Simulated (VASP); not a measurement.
A run of VASP 6.6.1 is set up as follows.

File INCAR:

```
SYSTEM = Ti12H
PREC = Accurate
ENCUT = 520
EDIFF = 1E-6
ISMEAR = 0
SIGMA = 0.15
LREAL = .False.
LASPH = .True.
NELM = 60
ALGO = Normal
ISIF = 2
LWAVE = .False.
LCHARG = .True.
GGA = PE
IVDW = 12
LELF = .True.
LVHAR = .True.
NBANDS = 84
```

Contents of KPOINTS:

```
regular mesh
0
Gamma
  3 2 4
  0 0 0
```

Contents of POSCAR:

```
Ti12H
1.0
    5.9000000000      0.0000000000      0.0000000000
   -4.4250000000      7.6643250000      0.0000000000
    0.0000000000      0.0000000000      4.6846000000
Ti H
12 1
Direct
    0.0018300602      0.0025636961     -0.0028491227
    0.1663888580      0.2223885339      0.5010231396
   -0.0019904739      0.3321385771      0.0048326431
    0.1634572830      0.5509688068      0.4991689792
   -0.0139745501      0.6615331422      0.0051013961
    0.1624405004      0.8918151305      0.4937281732
    0.5044458992      0.0064955492     -0.0017504163
    0.6674308316      0.2242063065      0.5027103701
    0.5009678081      0.3342350435      0.0093079452
    0.6633470375      0.5522179709      0.5048260257
    0.5066461501      0.6626188216      0.0032807497
    0.6739794033      0.8924342326      0.4927496478
    0.3343237153      0.7794411119      0.6680470051
```

Potentials or basis: VASP PAW PBE potentials, release 64 (Ti_sv, H).

Launch:

```sh
$ cat potpaw_PBE.64/Ti_sv/POTCAR potpaw_PBE.64/H/POTCAR > POTCAR
$ mpirun -np 1 vasp_std > vasp.out
```

Problem. Estimate the band gap on the k mesh.

Solution. Zero (an odd number of electrons rules out a gap without spin polarisation).

Problem. What does it give for the pressure?

Solution. -6.3 GPa.

Forces in eV/Å, atoms in the order of the input:
```
Ti   0.003 -0.001 -0.082
Ti  -0.006 -0.003 -0.060
Ti  -0.001 -0.001 -0.045
Ti  -0.003  0.010 -0.067
Ti   0.029  0.016 -0.058
Ti  -0.001 -0.004 -0.089
Ti  -0.002 -0.051 -0.097
Ti   0.004 -0.003 -0.057
Ti   0.001 -0.004 -0.011
Ti   0.002  0.003 -0.053
Ti  -0.030  0.013 -0.068
Ti   0.000 -0.002 -0.095
H    0.003  0.027  0.782
```

Caveat: the k points lie up to 0.41 Å⁻¹ apart, too coarse for converged energies and pressures of a metal.
